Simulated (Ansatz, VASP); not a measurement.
One calculation of Au, two programs

```xyz
2
Lattice="2.9000 0.0000 0.0000 -1.4500 2.5115 0.0000 0.0000 0.0000 4.8800" Properties=species:S:1:pos:R:3 pbc="T T T"
Au    0.0000    1.6743    3.6600
Au    1.4500    0.8372    1.2200
```

Alike in both runs: task electric field gradients; functional LDA; k mesh 14 × 14 × 8; occupations methfessel-paxton of order 1, width 0.001 eV; no spin polarisation.

```csv
,VASP,Ansatz
version,VASP 6.6.1,Ansatz 0.2.0
potentials or method,"VASP PAW LDA potentials, release 64 (Au), cutoff 400 eV","PAW with Ansatz's default frozen-core files, scalar-relativistic"
valence electrons in the cell,22,38
```

```csv
,VASP,Ansatz,Ansatz less VASP
gap on the k mesh at the Fermi level (eV),none,none,-
pressure (GPa),-10.3,-10.7,-0.49
"traceless stress, the component that is largest in VASP (GPa)",-0.17,-0.09,+0.073
```

LDA's correlation is that of Perdew and Zunger in VASP and of Perdew and Wang (1992) in Ansatz. A gap of «none» marks a metal or a gap that the smearing closes. VASP's potentials hold 22 valence electrons a cell and Ansatz's 38, so a difference there can come from the potentials and not from the codes.

Spin-orbit coupling is off throughout.
